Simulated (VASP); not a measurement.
# InSe in VASP: notebook

Aim: see how the results for InSe move with the level of theory and the settings. Levels: PBEsol+D3(BJ), PBE. Tasks: single point.

Program: VASP 6.6.1. These are calculated values, not measurements. Logs are shortened: lines on timing, memory, paths and dates and some standing lists are left out, and cuts for length are marked.

### Step 1. The cell of the first run

The structure is hexagonal, space group P6_3/mmc (No. 194). The conventional cell has a = 4.050 Å, b = 4.050 Å, c = 16.930 Å, α = 90.00°, β = 90.00°, γ = 120.00°. In (site symmetry 3m) has 3 Se at 2.52 Å and 1 In at 3.15 Å within 3.3 Å. Within 3.3 Å of Se (site symmetry 3m) lie 3 In at 2.52 Å.

### Step 2. Single point, PBEsol+D3(BJ)

The input, INCAR:

```
ALGO = Normal
EDIFF = 1E-6
ENCUT = 520
GGA = PS
ISIF = 2
ISMEAR = -1
IVDW = 12
LASPH = T
LCHARG = F
LREAL = F
LWAVE = F
NBANDS = 48
NELM = 80
PREC = Accurate
SIGMA = 0.05
```

The input, KPOINTS:

```
k-points
0
Gamma
  8 8 2
```

The input, POSCAR:

```
InSe
1.0
    4.0500000000      0.0000000000      0.0000000000
   -2.0250000000      3.5074028853      0.0000000000
    0.0000000000      0.0000000000     16.9300000000
In Se
4 4
Direct
    0.6666666667      0.3333333333      0.8430000000
    0.3333333333      0.6666666667      0.3430000000
    0.6666666667      0.3333333333      0.6570000000
    0.3333333333      0.6666666667      0.1570000000
    0.6666666667      0.3333333333      0.3980000000
    0.3333333333      0.6666666667      0.8980000000
    0.6666666667      0.3333333333      0.1020000000
    0.3333333333      0.6666666667      0.6020000000
```

Potentials or basis: VASP PAW PBE potentials, release 64 (In_d, Se).

Run with:

```console
cat potpaw_PBE.64/In_d/POTCAR potpaw_PBE.64/Se/POTCAR > POTCAR
mpirun -np 1 vasp_std > vasp.out
```

OUTCAR:

```text
EDIFF = 1E-6
   ENCUT = 520
   GGA = PS
   ISIF = 2
   ISMEAR = -1
   IVDW = 12
   LASPH = T
   LREAL = F
   NELM = 80
   PREC = Accurate
 IVDW          = 12

 ion  position               nearest neighbor table
   1  0.667  0.333  0.843-   6 2.52   6 2.52   6 2.52   3 3.15
   2  0.333  0.667  0.343-   5 2.52   5 2.52   5 2.52   4 3.15
   3  0.667  0.333  0.657-   8 2.52   8 2.52   8 2.52   1 3.15
   4  0.333  0.667  0.157-   7 2.52   7 2.52   7 2.52   2 3.15
   5  0.667  0.333  0.398-   2 2.52   2 2.52   2 2.52
   6  0.333  0.667  0.898-   1 2.52   1 2.52   1 2.52
   7  0.667  0.333  0.102-   4 2.52   4 2.52   4 2.52
   8  0.333  0.667  0.602-   3 2.52   3 2.52   3 2.52

  LATTYP: Found a hexagonal cell.
 ALAT       =     4.0500000000
 C/A-ratio  =     4.1802469136

  Lattice vectors:

 A1 = (   4.0500000000,   0.0000000000,   0.0000000000)
 A2 = (  -2.0250000000,   3.5074028853,   0.0000000000)
 A3 = (   0.0000000000,   0.0000000000,  16.9300000000)

Analysis of symmetry for initial positions (statically):
=====================================================================
 Subroutine PRICEL returns:
 Original cell was already a primitive cell.

 Routine SETGRP: Setting up the symmetry group for a
 hexagonal supercell.

 Subroutine GETGRP returns: Found 24 space group operations
 (whereof 12 operations were pure point group operations)
 out of a pool of 24 trial point group operations.

The static configuration has the point symmetry D_3d.
 The point group associated with its full space group is D_6h.

Analysis of symmetry for dynamics (positions and initial velocities):
=====================================================================
 Subroutine PRICEL returns:
 Original cell was already a primitive cell.

 Routine SETGRP: Setting up the symmetry group for a
 hexagonal supercell.

 Subroutine GETGRP returns: Found 24 space group operations
 (whereof 12 operations were pure point group operations)
 out of a pool of 24 trial point group operations.

The dynamic configuration has the point symmetry D_3d.
 The point group associated with its full space group is D_6h.

 Subroutine INISYM returns: Found 24 space group operations
 (whereof 12 operations are pure point group operations),
[... 102 lines left out ...]
   NELM   =     80;   NELMIN=  2; NELMDL= -5     # of ELM steps
   EDIFF  = 0.1E-05   stopping-criterion for ELM
   LREAL  =      F    real-space projection
   EDIFFG = 0.1E-04   stopping-criterion for IOM
   NSW    =      0    number of steps for IOM
   IBRION =     -1    ionic relax: 0-MD 1-quasi-New 2-CG
   NFREE  =      0    steps in history (QN), initial steepest desc. (CG)
   ISIF   =      2    stress and relaxation
   ISYM   =      2    0-nonsym 1-usesym 2-fastsym
   POTIM  = 0.5000    time-step for ionic-motion
   TEBEG  =    0.0;   TEEND  =   0.0 temperature during run
   PSTRESS=    0.0 pullay stress
   NELECT =      76.0000    total number of electrons
   NUPDOWN=      -1.0000    fix difference up-down
   EMIN   =  10.00;   EMAX   =-10.00  energy-range for DOS
   EFERMI =   0.00;   METHOD = LEGACY
   ISMEAR =    -1;   SIGMA  =   0.05  broadening in eV -4-tet -1-fermi 0-gaus
   EFERMI_NEDOS =   21; number of points for ismear=-14 and -15
   IALGO  =     38    algorithm
   IMIX   =      4    mixing-type and parameters
     AMIX     =   0.40;   BMIX     =  1.00
     AMIX_MAG =   1.60;   BMIX_MAG =  1.00
  volume/ion in A,a.u.               =      30.06       202.86
  Fermi-wavevector in a.u.,A,eV,Ry     =   1.115099  2.107232 16.918111  1.243446
  Thomas-Fermi vector in A             =   2.251701
   LORBIT       =      0    0 simple, 1 ext, 2 COOP (PROOUT), +10 PAW based schemes
   GGA     = PS    functional components
   LHFCALC =     F    Hartree Fock is set to
   AEXX    =    0.0000 exact exchange contribution
   IVDW    =    12    specifies the selected vdW correction
   LEPSILON=     F    determine dielectric tensor
   LRPA    =     F    only Hartree local field effects (RPA)
 non-spin polarized calculation
  energy-cutoff  :      520.00
  volume of cell :      240.49
 maximum number of plane-waves:      6518
   NGX = 15   NGY = 15   NGZ = 63

 number of electron      76.0000004 magnetization

 Free energy of the ion-electron system (eV)
  ---------------------------------------------------
  ext. energy  EPLUGINS =         0.00000000
  ---------------------------------------------------
  free energy    TOTEN  =       -29.51212701 eV

  energy without entropy =      -29.50924733  energy(sigma->0) =      -29.51068717

 E-fermi :   4.2353     XC(G=0):  -8.8700

 val. band max:        4.1594244933   @ k =   0.1250   0.0000   0.0000
 cond. band min:       4.3678621553   @ k =   0.0000   0.0000   0.5000
 fundamental gap:      0.2084376620
 Fermi energy:         4.2353453400

 k-point     1 :       0.0000    0.0000    0.0000
  band No.  band energies     occupation
      1     -11.0947      2.00000
      2     -11.0811      2.00000
      3     -11.0008      2.00000
      4     -10.9803      2.00000
      5     -10.8755      2.00000
      6     -10.8755      2.00000
[... 1009 lines left out ...]
     47       8.7513      0.00000
     48       8.7513      0.00000

------------------------ aborting loop because EDIFF is reached ----------------------------------------

 Edisp (eV)   -2.25465

 E8    (eV) :    -1.5393

  FORCE on cell =-STRESS in cart. coord.  units (eV):
  Direction    XX          YY          ZZ          XY          YZ          ZX
  --------------------------------------------------------------------------------------
  -------------------------------------------------------------------------------------
  Total       9.27454     9.27454    -2.24585     0.00000     0.00000     0.00000
  in kB      61.78820    61.78820   -14.96215     0.00000     0.00000     0.00000
  external pressure =       36.20 kB  Pullay stress =        0.00 kB

 VOLUME and BASIS-vectors are now :
 -----------------------------------------------------------------------------
  energy-cutoff  :      520.00
  volume of cell :      240.49
      direct lattice vectors                 reciprocal lattice vectors
     4.050000000  0.000000000  0.000000000     0.246913580  0.142555622  0.000000000
    -2.025000000  3.507402885  0.000000000     0.000000000  0.285111244  0.000000000
     0.000000000  0.000000000 16.930000000     0.000000000  0.000000000  0.059066745

 POSITION                                       TOTAL-FORCE (eV/Angst)
 -----------------------------------------------------------------------------------
      2.02500      1.16913     14.27199        -0.000000      0.000000     -2.743533
     -0.00000      2.33827      5.80699        -0.000000     -0.000000     -2.743533
      2.02500      1.16913     11.12301        -0.000000      0.000000      2.743533
     -0.00000      2.33827      2.65801         0.000000     -0.000000      2.743533
      2.02500      1.16913      6.73814         0.000000      0.000000      1.821844
     -0.00000      2.33827     15.20314        -0.000000      0.000000      1.821844
      2.02500      1.16913      1.72686         0.000000      0.000000     -1.821844
     -0.00000      2.33827     10.19186        -0.000000      0.000000     -1.821844
 -----------------------------------------------------------------------------------
    total drift:                               -0.000000     -0.000000      0.000000

  FREE ENERGIE OF THE ION-ELECTRON SYSTEM (eV)
  ---------------------------------------------------
  free  energy   TOTEN  =       -31.7667811460 eV

  energy  without entropy=      -31.7639014617  energy(sigma->0) =      -31.76534130
```

stdout:

```text
POSCAR found type information on POSCAR InSe
 POSCAR found :  2 types and       8 ions
 scaLAPACK will be used
 -----------------------------------------------------------------------------
|                                                                             |
|                                                                             |
|     You enforced a specific xc type in the INCAR file but a different       |
|     I HOPE YOU KNOW WHAT YOU ARE DOING!                                     |
|                                                                             |
 -----------------------------------------------------------------------------

 LDA part: xc-table for (Slater+PW92), standard interpolation
 POSCAR, INCAR and KPOINTS ok, starting setup
 FFT: planning ... GRIDC
 FFT: planning ... GRID_SOFT
 FFT: planning ... GRID
 WAVECAR not read
 entering main loop
```

It took 6.5 min on 1 thread of Intel Xeon 8259CL, shared host; peak memory 0.43 GiB.

Results:

* Free energy: -31.7668 eV
* Pressure: 3.6 GPa
* Largest force: 2.744 eV/Å
* Band gap on the k mesh: zero (bands 38 and 39 overlap by 0.09 eV)
* Dispersion energy per atom: -0.282 eV

Forces in eV/Å, atoms in the order of the input:
```
In   0.000  0.000 -2.744
In   0.000  0.000 -2.744
In   0.000  0.000  2.744
In   0.000  0.000  2.744
Se   0.000  0.000  1.822
Se   0.000  0.000  1.822
Se   0.000  0.000 -1.822
Se   0.000  0.000 -1.822
```

Caveat: three body term missing; the stress differs along the axes, from -1 to 6 GPa; the PAW data sets were made with another functional, which shifts forces and pressure a little; spin-orbit coupling is left out, which moves the levels of the heavy elements.

### Step 3. Single point, PBE

The input, INCAR:

```
SYSTEM = InSe
PREC = Accurate
ENCUT = 520
EDIFF = 1E-7
ISMEAR = -1
SIGMA = 0.05
LREAL = .False.
LASPH = .True.
NELM = 60
ALGO = Normal
ISIF = 2
LWAVE = .False.
LCHARG = .False.
GGA = PE
NBANDS = 48
```

The input, KPOINTS:

```
regular mesh
0
Gamma
  7 6 2
  0 0 0
```

Changes to POSCAR since step 2:

```diff
@@ -2,4 +2,4 @@
 1.0
-    4.0500000000      0.0000000000      0.0000000000
-   -2.0250000000      3.5074028853      0.0000000000
+    4.0500000000     -0.0810000000      0.0000000000
+   -2.0951480577      3.5479028853      0.0000000000
     0.0000000000      0.0000000000     16.9300000000
```

Potentials or basis: VASP PAW PBE potentials, release 64 (In_d, Se).

Run with:

```console
cat potpaw_PBE.64/In_d/POTCAR potpaw_PBE.64/Se/POTCAR > POTCAR
mpirun -np 1 vasp_std > vasp.out
```

It took 9.5 min on 1 thread of Intel Xeon 6975P-C (Granite Rapids), shared host; peak memory 0.58 GiB.

The run converged. Its results:

- Free energy: -26.4531 eV
- Pressure: 7.8 GPa
- Largest force: 2.932 eV/Å
- Band gap on the k mesh: zero (bands 38 and 39 overlap by 0.06 eV)

Forces on the atoms (eV/Å):
```
In  -0.447 -0.021 -2.897
In   0.447  0.021 -2.897
In  -0.447 -0.021  2.897
In   0.447  0.021  2.897
Se  -0.453 -0.022  2.030
Se   0.453  0.022  2.030
Se  -0.453 -0.022 -2.030
Se   0.453  0.022 -2.030
```

Stress tensor (GPa, compression positive):
```
10.76  1.61  0.00
 1.61 10.67  0.00
 0.00  0.00  1.88
```

Levels at points of the mesh, in eV from the Fermi level:
```csv
k point,band 36,band 37,band 38,band 39,band 40,band 41
"(0.00, 0.00, 0.00)",-2.13,-1.41,-0.42,-0.12,0.35,1.18
"(0.00, 0.50, 0.00)",-2.61,-1.54,-1.04,0.90,1.06,1.31
"(0.00, 0.00, 0.50)",-2.15,-1.00,-1.00,0.22,0.22,1.35
"(0.00, 0.50, 0.50)",-2.74,-1.30,-1.30,1.13,1.13,1.21
```

Caveat: the stress differs along the axes, from 2 to 11 GPa; spin-orbit coupling is left out, which moves the levels of the heavy elements; this functional lacks dispersion, which binds layers or chains, so the pressure and a relaxed spacing across them are unreliable; forces of over 1 eV/Å act on the atoms, so gaps and moduli don't describe the material at rest.

### Step 4. Single point, PBE

The input, INCAR:

```
SYSTEM = InSe
PREC = Accurate ; ENCUT = 520
EDIFF = 1E-6 ; ISMEAR = -1
SIGMA = 0.05 ; LREAL = .False.
LASPH = .True. ; NELM = 60
ALGO = Normal ; ISIF = 2
LWAVE = .False. ; LCHARG = .True.
GGA = PE ; LELF = .True.
LVHAR = .True. ; NBANDS = 48
```

KPOINTS is that of step 3.

Changes to POSCAR since step 3:

```diff
@@ -2,4 +2,4 @@
 1.0
-    4.0500000000     -0.0810000000      0.0000000000
-   -2.0951480577      3.5479028853      0.0000000000
+    4.0500000000     -0.0405000000      0.0000000000
+   -2.0600740289      3.5276528853      0.0000000000
     0.0000000000      0.0000000000     16.9300000000
```

Run with:

```console
cat potpaw_PBE.64/In_d/POTCAR potpaw_PBE.64/Se/POTCAR > POTCAR
mpirun -np 1 vasp_std > vasp.out
```

Wall time 5.9 min (1 thread of Intel Xeon 6975P-C (Granite Rapids), shared host); peak memory 0.56 GiB.

It converged, with:

| Quantity | Value |
| --- | --- |
| Free energy | -26.4940 eV |
| Pressure | 7.7 GPa |
| Largest force | 2.896 eV/Å |
| Band gap on the k mesh | zero (bands 38 and 39 overlap by 0.05 eV) |

Forces in eV/Å, atoms in the order of the input:
```
In  -0.223 -0.005 -2.887
In   0.223  0.005 -2.887
In  -0.223 -0.005  2.887
In   0.223  0.005  2.887
Se  -0.226 -0.006  2.021
Se   0.226  0.006  2.021
Se  -0.226 -0.006 -2.021
Se   0.226  0.006 -2.021
```

Stress tensor (GPa, compression positive):
```
10.62  0.80  0.00
 0.80 10.60  0.00
 0.00  0.00  1.86
```

Levels at points of the mesh, in eV from the Fermi level:
| k point | band 34 | band 35 | band 36 | band 37 | band 38 | band 39 | band 40 | band 41 | band 42 | band 43 |
| --- | --- | --- | --- | --- | --- | --- | --- | --- | --- | --- |
| (0.00, 0.00, 0.00) | -2.24 | -2.23 | -2.17 | -1.41 | -0.42 | -0.12 | 0.35 | 1.18 | 1.53 | 3.64 |
| (0.00, 0.50, 0.00) | -3.24 | -2.99 | -2.61 | -1.54 | -1.05 | 0.89 | 1.05 | 1.30 | 1.38 | 2.97 |
| (0.00, 0.00, 0.50) | -2.26 | -2.19 | -2.19 | -1.00 | -1.00 | 0.23 | 0.23 | 1.35 | 1.35 | 3.70 |
| (0.00, 0.50, 0.50) | -3.35 | -2.75 | -2.75 | -1.30 | -1.30 | 1.12 | 1.12 | 1.21 | 1.21 | 2.94 |

Caveat: the stress differs along the axes, from 2 to 11 GPa; spin-orbit coupling is left out, which moves the levels of the heavy elements; this functional lacks dispersion, which binds layers or chains, so the pressure and a relaxed spacing across them are unreliable; forces of over 1 eV/Å act on the atoms, so gaps and moduli don't describe the material at rest.

### Step 5. Overview

| level | cell | k mesh | gap on the mesh (eV) | pressure (GPa) | largest force (eV/Å) |
| --- | --- | --- | --- | --- | --- |
| PBEsol+D3(BJ) | a = 4.050, b = 4.050, c = 16.930 Å, angles 90.0, 90.0, 120.0°, 8 atoms | 8 × 8 × 2 | none | 3.6 | 2.74 |
| PBE | a = 4.051, b = 4.120, c = 16.930 Å, angles 90.0, 90.0, 121.7°, 8 atoms | 7 × 6 × 2 | none | 7.8 | 2.93 |
| PBE | a = 4.050, b = 4.085, c = 16.930 Å, angles 90.0, 90.0, 120.9°, 8 atoms | 7 × 6 × 2 | none | 7.7 | 2.90 |

Alike in all rows: task single point; potentials or basis VASP PAW PBE potentials, release 64 (In_d, Se); no spin polarisation; cutoff (eV) 520; smearing fermi-dirac 0.05 eV.

Caveats: spin-orbit coupling is left out, which moves the levels of the heavy elements; the stress differs along the axes, from 2 to 11 GPa (at least some runs); this functional lacks dispersion, which binds layers or chains, so the pressure and a relaxed spacing across them are unreliable (at least some runs); forces of over 1 eV/Å act on the atoms, so gaps and moduli don't describe the material at rest (at least some runs); three body term missing (at least some runs); the stress differs along the axes, from -1 to 6 GPa (at least some runs); the PAW data sets were made with another functional, which shifts forces and pressure a little (at least some runs).

Total energies depend on the potentials used, so only differences within one code and one set of settings carry meaning.

The gap in the log of VASP goes by the Fermi energy; the results here count the filled bands.